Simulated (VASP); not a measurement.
# Nb (P6_3/mmc) in VASP: single point with PBE

Aim: the single point of Nb with PBE.

Program: VASP 6.6.1. These are calculated values, not measurements. Logs are shortened: lines on timing, memory, paths and dates and some standing lists are left out, and cuts for length are marked.

### Step 1. The cell of the first run

Symmetry: P6_3/mmc, No. 194, hexagonal system. The conventional cell has a = 2.870 Å, b = 2.870 Å, c = 5.242 Å, α = 90.00°, β = 90.00°, γ = 120.00°. Nb (site symmetry -6m2) has 12 Nb at 2.87 to 3.10 Å within 3.8 Å.

### Step 2. Single point, PBE

The input, INCAR:

```
PREC = Accurate
ENCUT = 520
EDIFF = 1E-6
ISMEAR = -1
SIGMA = 0.1
LREAL = F
LASPH = T
NELM = 100
ALGO = Normal
ISIF = 2
LWAVE = F
LCHARG = F
GGA = PE
NBANDS = 20
```

The input, KPOINTS:

```
regular mesh
0
Gamma
  7 7 3
```

The input, POSCAR:

```
Nb
1.0
    2.8701074226      0.0000000000      0.0000000000
   -1.4350537113      2.4855859395      0.0000000000
    0.0000000000      0.0000000000      5.2418368294
Nb
2
Direct
    0.3333333333      0.6666666667      0.2500000000
    0.6666666667      0.3333333333      0.7500000000
```

Potentials or basis: VASP PAW PBE potentials, release 64 (Nb_sv).

Launch:

```console
$ cat potpaw_PBE.64/Nb_sv/POTCAR > POTCAR
$ mpirun -np 1 vasp_std > vasp.out
```

OUTCAR:

```text
PREC = Accurate
   ENCUT = 520
   EDIFF = 1E-6
   ISMEAR = -1
   LREAL = F
   LASPH = T
   NELM = 100
   ISIF = 2
   GGA = PE

 ion  position               nearest neighbor table
   1  0.333  0.667  0.250-
   2  0.667  0.333  0.750-

  LATTYP: Found a hexagonal cell.
 ALAT       =     2.8701074226
 C/A-ratio  =     1.8263556228

  Lattice vectors:

 A1 = (   2.8701074226,   0.0000000000,   0.0000000000)
 A2 = (  -1.4350537113,   2.4855859395,   0.0000000000)
 A3 = (   0.0000000000,   0.0000000000,   5.2418368294)

Analysis of symmetry for initial positions (statically):
=====================================================================
 Subroutine PRICEL returns:
 Original cell was already a primitive cell.

 Routine SETGRP: Setting up the symmetry group for a
 hexagonal supercell.

 Subroutine GETGRP returns: Found 24 space group operations
 (whereof 12 operations were pure point group operations)
 out of a pool of 24 trial point group operations.

The static configuration has the point symmetry D_3d.
 The point group associated with its full space group is D_6h.

Analysis of symmetry for dynamics (positions and initial velocities):
=====================================================================
 Subroutine PRICEL returns:
 Original cell was already a primitive cell.

 Routine SETGRP: Setting up the symmetry group for a
 hexagonal supercell.

 Subroutine GETGRP returns: Found 24 space group operations
 (whereof 12 operations were pure point group operations)
 out of a pool of 24 trial point group operations.

The dynamic configuration has the point symmetry D_3d.
 The point group associated with its full space group is D_6h.

 Subroutine INISYM returns: Found 24 space group operations
 (whereof 12 operations are pure point group operations),
 and found     1 'primitive' translations

----------------------------------------------------------------------------------------

                                     Primitive cell

  volume of cell :      37.3947

  direct lattice vectors                    reciprocal lattice vectors
     2.870107423  0.000000000  0.000000000     0.348419015  0.201159812  0.000000000
    -1.435053711  2.485585939  0.000000000     0.000000000  0.402319624  0.000000000
     0.000000000  0.000000000  5.241836829     0.000000000  0.000000000  0.190772821

  length of vectors
     2.870107423  2.870107423  5.241836829     0.402319624  0.402319624  0.190772821

  position of ions in fractional coordinates (direct lattice)
     0.333333333  0.666666667  0.250000000
     0.666666667  0.333333333  0.750000000

  ion indices of the primitive-cell ions
   primitive index   ion index
                 1           1
                 2           2

----------------------------------------------------------------------------------------

 KPOINTS: regular mesh

Automatic generation of k-mesh.
 Grid dimensions read from file:
 generate k-points for:    7    7    3

 Generating k-lattice:

  Cartesian coordinates                     Fractional coordinates (reciprocal lattice)
     0.049774145  0.028737116  0.000000000     0.142857143  0.000000000  0.000000000
     0.000000000  0.057474232  0.000000000     0.000000000  0.142857143  0.000000000
     0.000000000  0.000000000  0.063590940     0.000000000  0.000000000  0.333333333

  Length of vectors
     0.057474232  0.057474232  0.063590940

  Shift w.r.t. Gamma in fractional coordinates (k-lattice)
     0.000000000  0.000000000  0.000000000

 Subroutine IBZKPT returns following result:
 ===========================================

 Found     16 irreducible k-points:

 Following reciprocal coordinates:
            Coordinates               Weight
  0.000000  0.000000  0.000000      1.000000
  0.142857 -0.000000  0.000000      6.000000
  0.285714 -0.000000  0.000000      6.000000
  0.428571 -0.000000  0.000000      6.000000
  0.142857  0.142857  0.000000      6.000000
  0.285714  0.142857  0.000000     12.000000
[... 8 lines left out ...]
  0.428571  0.142857  0.333333     12.000000
  0.285714  0.285714  0.333333     12.000000
   k-points           NKPTS =     16   k-points in BZ     NKDIM =     16   number of bands    NBANDS=     20
   number of dos      NEDOS =    301   number of ions     NIONS =      2
   total plane-waves  NPLWV =  23040
   dimension x,y,z NGX =    24 NGY =   24 NGZ =   40
   dimension x,y,z NGXF=    48 NGYF=   48 NGZF=   80
   ions per type =               2
   NGX,Y,Z   is equivalent  to a cutoff of  13.90, 13.90, 12.69 a.u.
   NGXF,Y,Z  is equivalent  to a cutoff of  27.80, 27.80, 25.37 a.u.
 SYSTEM =  unknown system
   PREC   = accura    normal or accurate (medium, high low for compatibility)
   ISTART =      0    job   : 0-new  1-cont  2-samecut
   ICHARG =      2    charge: 1-file 2-atom 10-const
   ISPIN  =      1    spin polarized calculation?
   LNONCOLLINEAR =      F non collinear calculations
   LSORBIT =      F    spin-orbit coupling
   LASPH  =      T    aspherical Exc in radial PAW
   ENCUT  =  520.0 eV  38.22 Ry    6.18 a.u.   5.34  5.34  9.75*2*pi/ulx,y,z
   NELM   =    100;   NELMIN=  2; NELMDL= -5     # of ELM steps
   EDIFF  = 0.1E-05   stopping-criterion for ELM
   LREAL  =      F    real-space projection
   EDIFFG = 0.1E-04   stopping-criterion for IOM
   NSW    =      0    number of steps for IOM
   IBRION =     -1    ionic relax: 0-MD 1-quasi-New 2-CG
   NFREE  =      0    steps in history (QN), initial steepest desc. (CG)
   ISIF   =      2    stress and relaxation
   ISYM   =      2    0-nonsym 1-usesym 2-fastsym
   POTIM  = 0.5000    time-step for ionic-motion
   TEBEG  =    0.0;   TEEND  =   0.0 temperature during run
   PSTRESS=    0.0 pullay stress
   NELECT =      26.0000    total number of electrons
   NUPDOWN=      -1.0000    fix difference up-down
   EMIN   =  10.00;   EMAX   =-10.00  energy-range for DOS
   EFERMI =   0.00;   METHOD = LEGACY
   ISMEAR =    -1;   SIGMA  =   0.10  broadening in eV -4-tet -1-fermi 0-gaus
   EFERMI_NEDOS =   21; number of points for ismear=-14 and -15
   IALGO  =     38    algorithm
   IMIX   =      4    mixing-type and parameters
     AMIX     =   0.40;   BMIX     =  1.00
     AMIX_MAG =   1.60;   BMIX_MAG =  1.00
  volume/ion in A,a.u.               =      18.70       126.18
  Fermi-wavevector in a.u.,A,eV,Ry     =   1.450315  2.740699 28.618697  2.103415
  Thomas-Fermi vector in A             =   2.567942
   LORBIT       =      0    0 simple, 1 ext, 2 COOP (PROOUT), +10 PAW based schemes
   GGA     = PE    functional components
   LHFCALC =     F    Hartree Fock is set to
   AEXX    =    0.0000 exact exchange contribution
   IVDW    =     0    specifies the selected vdW correction
   LEPSILON=     F    determine dielectric tensor
   LRPA    =     F    only Hartree local field effects (RPA)
 non-spin polarized calculation
  energy-cutoff  :      520.00
  volume of cell :       37.39
 maximum number of plane-waves:      1027
 NGX is ok and might be reduce to    24
   NGX = 11   NGY = 11   NGZ = 19

 number of electron      26.0000001 magnetization

 Free energy of the ion-electron system (eV)
  ---------------------------------------------------
  ext. energy  EPLUGINS =         0.00000000
  ---------------------------------------------------
  free energy    TOTEN  =       -19.85094805 eV

  energy without entropy =      -19.75341325  energy(sigma->0) =      -19.80218065

 E-fermi :  10.9662     XC(G=0): -12.2945

 val. band max:       10.9205843679   @ k =   0.1429  -0.0000   0.0000
 cond. band min:      11.0727206106   @ k =   0.2857   0.1429   0.0000
 fundamental gap:      0.1521362427
 Fermi energy:        10.9662144707

 k-point     1 :       0.0000    0.0000    0.0000
  band No.  band energies     occupation
      1     -43.7474      2.00000
      2     -43.6252      2.00000
      3     -20.2049      2.00000
      4     -19.2912      2.00000
      5     -19.0901      2.00000
      6     -19.0901      2.00000
[... 12 lines left out ...]
     19      15.2608      0.00000
     20      15.2608      0.00000

 k-point     2 :       0.1429   -0.0000    0.0000
  band No.  band energies     occupation
      1     -43.7051      2.00000
      2     -43.5933      2.00000
      3     -20.1284      2.00000
      4     -19.3427      2.00000
      5     -19.2945      2.00000
      6     -19.2616      2.00000
[... 12 lines left out ...]
     19      15.4144      0.00000
     20      16.7447      0.00000

 k-point     3 :       0.2857   -0.0000    0.0000
  band No.  band energies     occupation
      1     -43.6062      2.00000
      2     -43.5233      2.00000
      3     -19.9358      2.00000
      4     -19.8945      2.00000
      5     -19.7964      2.00000
      6     -19.3206      2.00000
[... 12 lines left out ...]
     19      15.4900      0.00000
     20      19.0445      0.00000

 k-point     4 :       0.4286   -0.0000    0.0000
  band No.  band energies     occupation
      1     -43.5194      2.00000
      2     -43.4722      2.00000
      3     -20.3197      2.00000
      4     -20.1995      2.00000
      5     -19.7339      2.00000
      6     -19.4044      2.00000
[... 12 lines left out ...]
     19      16.2214      0.00000
     20      19.0157      0.00000

 k-point     5 :       0.1429    0.1429    0.0000
  band No.  band energies     occupation
      1     -43.6343      2.00000
      2     -43.5423      2.00000
      3     -19.9933      2.00000
      4     -19.6766      2.00000
      5     -19.6570      2.00000
      6     -19.3095      2.00000
[... 12 lines left out ...]
     19      15.1845      0.00000
     20      18.6639      0.00000

 k-point     6 :       0.2857    0.1429    0.0000
  band No.  band energies     occupation
      1     -43.5401      2.00000
      2     -43.4825      2.00000
      3     -20.1129      2.00000
      4     -20.0289      2.00000
      5     -19.7886      2.00000
      6     -19.4780      2.00000
[... 12 lines left out ...]
     19      16.5402      0.00000
     20      20.0220      0.00000

 k-point     7 :       0.4286    0.1429    0.0000
  band No.  band energies     occupation
      1     -43.4925      2.00000
      2     -43.4608      2.00000
      3     -20.3035      2.00000
      4     -20.1829      2.00000
      5     -19.6573      2.00000
      6     -19.5747      2.00000
[... 12 lines left out ...]
     19      18.2430      0.00000
     20      19.5753      0.00000

 k-point     8 :       0.2857    0.2857    0.0000
  band No.  band energies     occupation
      1     -43.4794      2.00000
      2     -43.4569      2.00000
      3     -20.1269      2.00000
      4     -20.0452      2.00000
      5     -19.7911      2.00000
      6     -19.6872      2.00000
[... 12 lines left out ...]
     19      18.7354      0.00000
     20      19.8447      0.00000

 k-point     9 :       0.0000    0.0000    0.3333
  band No.  band energies     occupation
      1     -43.7172      2.00000
      2     -43.6561      2.00000
      3     -19.9859      2.00000
      4     -19.5297      2.00000
      5     -19.0698      2.00000
      6     -19.0698      2.00000
[... 12 lines left out ...]
     19      15.0315      0.00000
     20      15.0315      0.00000

 k-point    10 :       0.1429   -0.0000    0.3333
  band No.  band energies     occupation
      1     -43.6774      2.00000
      2     -43.6215      2.00000
      3     -19.9395      2.00000
      4     -19.5422      2.00000
      5     -19.3086      2.00000
      6     -19.2508      2.00000
[... 12 lines left out ...]
     19      14.9913      0.00000
     20      15.4250      0.00000

 k-point    11 :       0.2857   -0.0000    0.3333
  band No.  band energies     occupation
      1     -43.5856      2.00000
      2     -43.5441      2.00000
      3     -19.9798      2.00000
      4     -19.8849      2.00000
      5     -19.6660      2.00000
      6     -19.4183      2.00000
[... 12 lines left out ...]
     19      14.9869      0.00000
     20      16.0491      0.00000

 k-point    12 :       0.4286   -0.0000    0.3333
  band No.  band energies     occupation
      1     -43.5077      2.00000
      2     -43.4840      2.00000
      3     -20.3352      2.00000
      4     -20.2712      2.00000
      5     -19.5972      2.00000
      6     -19.4292      2.00000
[... 12 lines left out ...]
     19      16.2533      0.00000
     20      16.6787      0.00000

 k-point    13 :       0.1429    0.1429    0.3333
  band No.  band energies     occupation
      1     -43.6115      2.00000
      2     -43.5655      2.00000
      3     -19.9040      2.00000
      4     -19.7316      2.00000
      5     -19.5904      2.00000
      6     -19.4186      2.00000
[... 12 lines left out ...]
     19      14.8116      0.00000
     20      16.1020      0.00000

 k-point    14 :       0.2857    0.1429    0.3333
  band No.  band energies     occupation
      1     -43.5258      2.00000
      2     -43.4969      2.00000
      3     -20.1435      2.00000
      4     -20.0979      2.00000
      5     -19.6327      2.00000
      6     -19.4898      2.00000
[... 12 lines left out ...]
     19      16.5628      0.00000
     20      17.1554      0.00000

 k-point    15 :       0.4286    0.1429    0.3333
  band No.  band energies     occupation
      1     -43.4846      2.00000
      2     -43.4687      2.00000
      3     -20.3141      2.00000
      4     -20.2528      2.00000
      5     -19.6173      2.00000
      6     -19.5182      2.00000
[... 12 lines left out ...]
     19      17.7289      0.00000
     20      18.8400      0.00000

 k-point    16 :       0.2857    0.2857    0.3333
  band No.  band energies     occupation
      1     -43.4738      2.00000
      2     -43.4625      2.00000
      3     -20.1337      2.00000
      4     -20.1107      2.00000
      5     -19.8128      2.00000
      6     -19.7550      2.00000
[... 12 lines left out ...]
     19      19.0925      0.00000
     20      19.5058      0.00000

------------------------ aborting loop because EDIFF is reached ----------------------------------------

  FORCE on cell =-STRESS in cart. coord.  units (eV):
  Direction    XX          YY          ZZ          XY          YZ          ZX
  --------------------------------------------------------------------------------------
  -------------------------------------------------------------------------------------
  Total        0.0441407      0.0441407     -0.1304418      0.0000000      0.0000000      0.0000000
  in kB        1.8912103      1.8912103     -5.5887807      0.0000000      0.0000000      0.0000000
  external PRESSURE =      -0.6021200 kB  Pullay stress =       0.0000000 kB

 VOLUME and BASIS-vectors are now :
 -----------------------------------------------------------------------------
  energy-cutoff  :      520.00
  volume of cell :       37.39
      direct lattice vectors                 reciprocal lattice vectors
     2.870107423  0.000000000  0.000000000     0.348419015  0.201159812  0.000000000
    -1.435053711  2.485585939  0.000000000     0.000000000  0.402319624  0.000000000
     0.000000000  0.000000000  5.241836829     0.000000000  0.000000000  0.190772821

 POSITION                                       TOTAL-FORCE (eV/Angst)
 -----------------------------------------------------------------------------------
     -0.00000      1.65706      1.31046         0.000000     -0.000000      0.000000
      1.43505      0.82853      3.93138        -0.000000      0.000000      0.000000
 -----------------------------------------------------------------------------------
    total drift:                                0.000000     -0.000000      0.000000

  FREE ENERGIE OF THE ION-ELECTRON SYSTEM (eV)
  ---------------------------------------------------
  free  energy   TOTEN  =       -19.8509480488 eV

  energy  without entropy=      -19.7534132522  energy(sigma->0) =      -19.80218065
```

Wall time 9.3 s (1 thread of Intel Xeon 6975P-C, shared host); peak memory 0.15 GiB.

Results:

```
Free energy            : -19.8509 eV
Pressure               : -0.1 GPa
Band gap on the k mesh : zero (band 13 reaches 11.91 eV, above the bottom of band 14 at 10.61 eV)
```

Caveat: the k points lie up to 0.40 Å⁻¹ apart.
